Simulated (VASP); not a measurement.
# Ir2Ru (P-3m1) in VASP: further runs

Runs on Ir2Ru. Level: PBE. Tasks: single point.

All numbers are computed with VASP 6.6.1; they aren't measurements. Logs are shortened: lines on timing, memory, paths and dates and some standing lists are left out, and cuts for length are marked.

## Step 1: The cell of the first run

Symmetry: P-3m1, No. 164, trigonal system. The conventional cell has a = 2.762 Å, b = 2.762 Å, c = 13.007 Å, α = 90.00°, β = 90.00°, γ = 120.00°. Ru (site symmetry 3m) has 9 Ru at 2.62 to 2.76 Å and 3 Ir at 2.67 Å within 3.5 Å. Within 3.5 Å of Ir (site symmetry 3m) lie 3 Ru at 2.67 Å and 9 Ir at 2.73 to 2.76 Å. Within 3.6 Å of Ir (site symmetry 3m) lie 12 Ir at 2.72 to 2.76 Å.

## Step 2: Single point, PBE, collinear spin, ferromagnetic start

INCAR reads:

```
PREC = Accurate
ENCUT = 520
EDIFF = 1E-6
ISMEAR = 0
SIGMA = 0.1
LREAL = False
LASPH = True
NELM = 150
ALGO = Normal
ISIF = 2
LWAVE = False
LCHARG = True
ISPIN = 2
MAGMOM = 1 1 1 1 1 1
LORBIT = 11
LMAXMIX = 4
GGA = PE
LELF = True
LVHAR = True
NBANDS = 45
```

KPOINTS reads:

```
Automatic mesh
0
Gamma
  6 6 2
```

POSCAR reads:

```
Ir2Ru
1.0
    2.7621974705      0.0000000000      0.0000000000
   -1.3810987352      2.3921331797      0.0000000000
    0.0000000000      0.0000000000     13.0068200681
Ru Ir
2 4
Direct
    0.6666666667      0.3333333333      0.9199745937
    0.3333333333      0.6666666667      0.0800254063
    0.6666666667      0.3333333333      0.2448927103
    0.6666666667      0.3333333333      0.5847905320
    0.3333333333      0.6666666667      0.7551072897
    0.3333333333      0.6666666667      0.4152094680
```

Potentials or basis: VASP PAW PBE potentials, release 64 (Ru_pv, Ir).

Launch:

```bash
cat potpaw_PBE.64/Ru_pv/POTCAR potpaw_PBE.64/Ir/POTCAR > POTCAR
mpirun -np 1 vasp_std > vasp.out
```

OUTCAR:

```text
PREC = Accurate
   ENCUT = 520
   EDIFF = 1E-6
   ISMEAR = 0
   LREAL = False
   LASPH = True
   NELM = 150
   ISIF = 2
   ISPIN = 2
   LORBIT = 11
   GGA = PE

 ion  position               nearest neighbor table
   1  0.667  0.333  0.920-   2 2.62   2 2.62   2 2.62   5 2.67   5 2.67   5 2.67
   2  0.333  0.667  0.080-   1 2.62   1 2.62   1 2.62   3 2.67   3 2.67   3 2.67
   3  0.667  0.333  0.245-   2 2.67   2 2.67   2 2.67   6 2.73   6 2.73   6 2.73
   4  0.667  0.333  0.585-   6 2.72   6 2.72   6 2.72   5 2.73   5 2.73   5 2.73
   5  0.333  0.667  0.755-   1 2.67   1 2.67   1 2.67   4 2.73   4 2.73   4 2.73
   6  0.333  0.667  0.415-   4 2.72   4 2.72   4 2.72   3 2.73   3 2.73   3 2.73

  LATTYP: Found a hexagonal cell.
 ALAT       =     2.7621974705
 C/A-ratio  =     4.7088668377

  Lattice vectors:

 A1 = (   2.7621974705,   0.0000000000,   0.0000000000)
 A2 = (  -1.3810987352,   2.3921331797,   0.0000000000)
 A3 = (   0.0000000000,   0.0000000000,  13.0068200681)

Analysis of symmetry for initial positions (statically):
=====================================================================
 Subroutine PRICEL returns:
 Original cell was already a primitive cell.

 Routine SETGRP: Setting up the symmetry group for a
 hexagonal supercell.

 Subroutine GETGRP returns: Found 12 space group operations
 (whereof 12 operations were pure point group operations)
 out of a pool of 24 trial point group operations.

The static configuration has the point symmetry D_3d.

Analysis of symmetry for dynamics (positions and initial velocities):
=====================================================================
 Subroutine PRICEL returns:
 Original cell was already a primitive cell.

 Routine SETGRP: Setting up the symmetry group for a
 hexagonal supercell.

 Subroutine GETGRP returns: Found 12 space group operations
 (whereof 12 operations were pure point group operations)
 out of a pool of 24 trial point group operations.

The dynamic configuration has the point symmetry D_3d.

Analysis of structural, dynamic, and magnetic symmetry:
=====================================================================
 Subroutine PRICEL returns:
 Original cell was already a primitive cell.

 Routine SETGRP: Setting up the symmetry group for a
 hexagonal supercell.

 Subroutine GETGRP returns: Found 12 space group operations
 (whereof 12 operations were pure point group operations)
 out of a pool of 24 trial point group operations.

The overall configuration has the point symmetry D_3d.

 Subroutine INISYM returns: Found 12 space group operations
 (whereof 12 operations are pure point group operations),
 and found     1 'primitive' translations

----------------------------------------------------------------------------------------

                                     Primitive cell

  volume of cell :      85.9431

  direct lattice vectors                    reciprocal lattice vectors
     2.762197470  0.000000000  0.000000000     0.362030597  0.209018463  0.000000000
    -1.381098735  2.392133180  0.000000000     0.000000000  0.418036926  0.000000000
     0.000000000  0.000000000 13.006820068     0.000000000  0.000000000  0.076882743

  length of vectors
     2.762197470  2.762197470 13.006820068     0.418036926  0.418036926  0.076882743

  position of ions in fractional coordinates (direct lattice)
     0.666666667  0.333333333  0.919974594
     0.333333333  0.666666667  0.080025406
     0.666666667  0.333333333  0.244892710
     0.666666667  0.333333333  0.584790532
     0.333333333  0.666666667  0.755107290
     0.333333333  0.666666667  0.415209468

  ion indices of the primitive-cell ions
   primitive index   ion index
                 1           1
                 2           2
                 3           3
                 4           4
                 5           5
                 6           6

----------------------------------------------------------------------------------------

 KPOINTS: Automatic mesh

Automatic generation of k-mesh.
 Grid dimensions read from file:
[... 32 lines left out ...]
  0.500000  0.000000  0.500000      3.000000
  0.166667  0.166667  0.500000      6.000000
  0.333333  0.166667  0.500000     12.000000
  0.333333  0.333333  0.500000      2.000000
   k-points           NKPTS =     14   k-points in BZ     NKDIM =     14   number of bands    NBANDS=     45
   number of dos      NEDOS =    301   number of ions     NIONS =      6
   total plane-waves  NPLWV =  56448
   dimension x,y,z NGX =    24 NGY =   24 NGZ =   98
   dimension x,y,z NGXF=    48 NGYF=   48 NGZF=  196
   ions per type =               2   4
   NGX,Y,Z   is equivalent  to a cutoff of  14.44, 14.44, 12.53 a.u.
   NGXF,Y,Z  is equivalent  to a cutoff of  28.89, 28.89, 25.05 a.u.
 SYSTEM =  unknown system
   PREC   = accura    normal or accurate (medium, high low for compatibility)
   ISTART =      0    job   : 0-new  1-cont  2-samecut
   ICHARG =      2    charge: 1-file 2-atom 10-const
   ISPIN  =      2    spin polarized calculation?
   LNONCOLLINEAR =      F non collinear calculations
   LSORBIT =      F    spin-orbit coupling
   LASPH  =      T    aspherical Exc in radial PAW
   ENCUT  =  520.0 eV  38.22 Ry    6.18 a.u.   5.14  5.14 24.18*2*pi/ulx,y,z
   NELM   =    150;   NELMIN=  2; NELMDL= -5     # of ELM steps
   EDIFF  = 0.1E-05   stopping-criterion for ELM
   LREAL  =      F    real-space projection
   EDIFFG = 0.1E-04   stopping-criterion for IOM
   NSW    =      0    number of steps for IOM
   IBRION =     -1    ionic relax: 0-MD 1-quasi-New 2-CG
   NFREE  =      0    steps in history (QN), initial steepest desc. (CG)
   ISIF   =      2    stress and relaxation
   ISYM   =      2    0-nonsym 1-usesym 2-fastsym
   POTIM  = 0.5000    time-step for ionic-motion
   TEBEG  =    0.0;   TEEND  =   0.0 temperature during run
   PSTRESS=    0.0 pullay stress
   NELECT =      64.0000    total number of electrons
   NUPDOWN=      -1.0000    fix difference up-down
   EMIN   =  10.00;   EMAX   =-10.00  energy-range for DOS
   EFERMI =   0.00;   METHOD = LEGACY
   ISMEAR =     0;   SIGMA  =   0.10  broadening in eV -4-tet -1-fermi 0-gaus
   EFERMI_NEDOS =   21; number of points for ismear=-14 and -15
   IALGO  =     38    algorithm
   IMIX   =      4    mixing-type and parameters
     AMIX     =   0.40;   BMIX     =  1.00
     AMIX_MAG =   1.60;   BMIX_MAG =  1.00
  volume/ion in A,a.u.               =      14.32        96.66
  Fermi-wavevector in a.u.,A,eV,Ry     =   1.483876  2.804120 29.958524  2.201889
  Thomas-Fermi vector in A             =   2.597483
   LORBIT       =     11    0 simple, 1 ext, 2 COOP (PROOUT), +10 PAW based schemes
   GGA     = PE    functional components
   LHFCALC =     F    Hartree Fock is set to
   AEXX    =    0.0000 exact exchange contribution
   IVDW    =     0    specifies the selected vdW correction
   LEPSILON=     F    determine dielectric tensor
   LRPA    =     F    only Hartree local field effects (RPA)
 spin polarized calculation
 Gauss-broadening in eV      SIGMA  =   0.10
  energy-cutoff  :      520.00
  volume of cell :       85.94
 maximum number of plane-waves:      2331
 NGX is ok and might be reduce to    24
   NGX = 11   NGY = 11   NGZ = 49

 number of electron      64.0000005 magnetization       0.0018457

 Free energy of the ion-electron system (eV)
  ---------------------------------------------------
  ext. energy  EPLUGINS =         0.00000000
  ---------------------------------------------------
  free energy    TOTEN  =       -53.63515976 eV

  energy without entropy =      -53.60005123  energy(sigma->0) =      -53.61760550

 E-fermi :  10.7698     XC(G=0): -13.8712

 val. band max:       10.7671317404   @ k =   0.3333   0.0000   0.0000
 cond. band min:      10.7853623629   @ k =   0.3333   0.0000   0.0000
 fundamental gap:      0.0182306225
 Fermi energy:        10.7697771665

 spin component 1

 k-point     1 :       0.0000    0.0000    0.0000
  band No.  band energies     occupation
      1     -32.8484      1.00000
      2     -32.2485      1.00000
      3     -32.1471      1.00000
      4     -32.1471      1.00000
      5     -32.0426      1.00000
      6     -32.0426      1.00000
[... 647 lines left out ...]
     43      18.0940      0.00000
     44      18.0940      0.00000
 Fermi energy:        10.7697771665

 spin component 2

 k-point     1 :       0.0000    0.0000    0.0000
  band No.  band energies     occupation
      1     -32.8480      1.00000
      2     -32.2481      1.00000
      3     -32.1466      1.00000
      4     -32.1466      1.00000
      5     -32.0421      1.00000
      6     -32.0421      1.00000
[... 647 lines left out ...]
     43      18.0942      0.00000
     44      18.0942      0.00000
 [bands above 44 left out]

------------------------ aborting loop because EDIFF is reached ----------------------------------------

  FORCE on cell =-STRESS in cart. coord.  units (eV):
  Direction    XX          YY          ZZ          XY          YZ          ZX
  --------------------------------------------------------------------------------------
  -------------------------------------------------------------------------------------
  Total        0.1438607      0.1438607      0.2267287      0.0000000      0.0000000      0.0000000
  in kB        2.6818940      2.6818940      4.2267434      0.0000000      0.0000000      0.0000000
  external PRESSURE =       3.1968438 kB  Pullay stress =       0.0000000 kB

 VOLUME and BASIS-vectors are now :
 -----------------------------------------------------------------------------
  energy-cutoff  :      520.00
  volume of cell :       85.94
      direct lattice vectors                 reciprocal lattice vectors
     2.762197470  0.000000000  0.000000000     0.362030597  0.209018463  0.000000000
    -1.381098735  2.392133180  0.000000000     0.000000000  0.418036926  0.000000000
     0.000000000  0.000000000 13.006820068     0.000000000  0.000000000  0.076882743

 POSITION                                       TOTAL-FORCE (eV/Angst)
 -----------------------------------------------------------------------------------
      1.38110      0.79738     11.96594        -0.000000      0.000000      0.010351
     -0.00000      1.59476      1.04088         0.000000     -0.000000     -0.010351
      1.38110      0.79738      3.18528        -0.000000     -0.000000     -0.021883
      1.38110      0.79738      7.60627         0.000000      0.000000     -0.009983
     -0.00000      1.59476      9.82154        -0.000000      0.000000      0.021883
     -0.00000      1.59476      5.40055         0.000000     -0.000000      0.009983
 -----------------------------------------------------------------------------------
    total drift:                                0.000000     -0.000000      0.000000

  FREE ENERGIE OF THE ION-ELECTRON SYSTEM (eV)
  ---------------------------------------------------
  free  energy   TOTEN  =       -53.6351597645 eV

  energy  without entropy=      -53.6000512325  energy(sigma->0) =      -53.61760550

 total charge

# of ion       s       p       d       tot
------------------------------------------
    1        0.388   6.305   5.928  12.621
    2        0.388   6.305   5.928  12.621
    3        0.674   0.706   6.951   8.331
    4        0.653   0.694   6.955   8.302
    5        0.674   0.706   6.951   8.331
    6        0.653   0.694   6.955   8.302
--------------------------------------------------
tot          3.431  15.408  39.668  58.507

 magnetization (x)

# of ion       s       p       d       tot
------------------------------------------
    1       -0.000   0.000   0.000   0.000
    2       -0.000   0.000   0.000   0.000
    3       -0.000  -0.000  -0.000  -0.000
    4        0.000   0.000   0.000   0.000
    5       -0.000  -0.000  -0.000  -0.000
    6        0.000   0.000   0.000   0.000
--------------------------------------------------
tot         -0.000   0.000   0.001   0.001
```

It took 3.9 min on 1 thread of AMD EPYC 9R14 (Zen 4), shared host; peak memory 0.27 GiB.

Results:

* Free energy: -53.6352 eV
* Pressure: 0.3 GPa
* Largest force: 0.022 eV/Å
* Band gap on the k mesh: zero (filled and empty bands overlap)
* Net moment: 0.00 μB per cell
* Valence electrons inside the program's atomic spheres: Ru 12.62; Ir 8.33, 8.30 (each value once)

Forces in eV/Å, atoms in the order of the input:
```
Ru   0.000  0.000  0.010
Ru   0.000  0.000 -0.010
Ir   0.000  0.000 -0.022
Ir   0.000  0.000 -0.010
Ir   0.000  0.000  0.022
Ir   0.000  0.000  0.010
```

Stress tensor (GPa, compression positive):
```
0.27 0.00 0.00
0.00 0.27 0.00
0.00 0.00 0.42
```

Caveat: the k points lie up to 0.44 Å⁻¹ apart, too coarse for converged energies and pressures of a metal; spin-orbit coupling is left out, which moves the levels of the heavy elements.

## Step 3: Single point, PBE

This run uses another cell than the first one, of 14.29 Å³/atom.

INCAR reads:

```
SYSTEM = Ir2Ru
ALGO     = Fast           ! electronic algorithm
EDIFF    = 1E-6           ! SCF threshold, eV
ENCUT    = 520            ! plane-wave cutoff, eV
GGA      = PE             ! functional
ISIF     = 2              ! what is computed and relaxed
ISMEAR   = 0              ! smearing method
LASPH    = .TRUE.         ! aspherical terms in the spheres
LCHARG   = .FALSE.        ! write CHGCAR
LREAL    = .FALSE.        ! projectors in reciprocal space
LWAVE    = .FALSE.        ! write WAVECAR
NBANDS   = 41             ! bands
NELM     = 100            ! most SCF steps
PREC     = Accurate       ! precision mode
SIGMA    = 0.1            ! smearing width, eV
```

KPOINTS reads:

```
k-points
0
G
  18 18 4
  0 0 0
```

POSCAR reads:

```
Ir2Ru
1.0
    2.7410069633      0.0000000000      0.0000000000
   -1.3705034816      2.3737816621      0.0000000000
    0.0000000000      0.0000000000     13.1729027741
Ru Ir
2 4
Direct
    0.6666666667      0.3333333333      0.9205006598
    0.3333333333      0.6666666667      0.0794993402
    0.6666666667      0.3333333333      0.2445200992
    0.6666666667      0.3333333333      0.5846605317
    0.3333333333      0.6666666667      0.7554799008
    0.3333333333      0.6666666667      0.4153394683
```

Potentials or basis: VASP PAW PBE potentials, release 64 (Ru_pv, Ir).

Launch:

```bash
cat potpaw_PBE.64/Ru_pv/POTCAR potpaw_PBE.64/Ir/POTCAR > POTCAR
mpirun -np 1 vasp_std > vasp.out
```

Run time: 14 min. Hardware: 1 thread of AMD EPYC 9R14 (Zen 4), shared host; peak memory 0.45 GiB.

The run converged. Its results:

- Free energy: -53.8156 eV
- Pressure: 0.3 GPa
- Largest force: 0.017 eV/Å
- Band gap on the k mesh: zero (bands 32 and 33 overlap by 2.67 eV)

Forces on the atoms (eV/Å):
```
Ru   0.000  0.000  0.013
Ru   0.000  0.000 -0.013
Ir   0.000  0.000 -0.017
Ir   0.000  0.000 -0.002
Ir   0.000  0.000  0.017
Ir   0.000  0.000  0.002
```

Levels at points of the mesh, in eV from the Fermi level:
```
           k point  band 28  band 29  band 30  band 31  band 32  band 33  band 34  band 35
(0.00, 0.00, 0.00)    -2.45    -2.45    -2.07    -2.07    -0.96    -0.96    -0.91    -0.91
(0.50, 0.00, 0.00)     0.55     0.66     0.80     0.92     1.00     1.11     1.24     1.29
(0.00, 0.00, 0.50)    -2.47    -1.74    -1.74    -1.64    -1.64    -1.38    -0.64    -0.25
(0.50, 0.00, 0.50)    -0.43     0.41     0.68     0.91     1.00     1.10     1.11     1.25
```

Caveat: spin-orbit coupling is left out, which moves the levels of the heavy elements.
